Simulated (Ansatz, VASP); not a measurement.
# Two plane-wave programs on SiC8

```xyz
9
Lattice="4.9313 0.0000 0.0000 -2.4657 4.2707 0.0000 0.0000 0.0000 17.3000" Properties=species:S:1:pos:R:3 pbc="T T T"
C     1.2328    0.7118    4.0000
C     0.0000    2.8471    4.0000
C     3.6985    0.7118    4.0000
C     2.4657    2.8471    4.0000
C     0.0000    1.4236    4.0000
C    -1.2328    3.5589    4.0000
C     2.4657    1.4236    4.0000
C     1.2328    3.5589    4.0000
Si    1.8493    1.0677    6.5000
```

Alike in both runs: task single point; functional PBE; dispersion D3(BJ); k mesh 6 × 6 × 1; occupations gaussian, width 0.1 eV; collinear spin.

|  | VASP | Ansatz |
| --- | --- | --- |
| version | VASP 6.6.1 | Ansatz 0.2.0 |
| potentials or method | VASP PAW PBE potentials, release 64 (C, Si), cutoff 520 eV | scalar-relativistic, plane waves, PAW |
| valence electrons in the cell | 36 | 36 |

|  | VASP | Ansatz | Ansatz less VASP |
| --- | --- | --- | --- |
| gap on the k mesh at the Fermi level (eV) | none | none | - |
| rms of the force components (eV/Å) | 0.269 | 0.269 | -0.0002 |
| net moment per atom (μB) | 0.21 | 0.21 | 0.000 |
| size of the moment on the site where the two differ most (μB) | 0.48 | 0.63 | +0.150 |

Site moments also hang on the region over which each program counts them. Atom by atom the forces differ by 0.001 eV/Å (rms over components). A gap of «none» marks a metal or a gap that the smearing closes. Ansatz's warnings: structure snapped to symmetry.
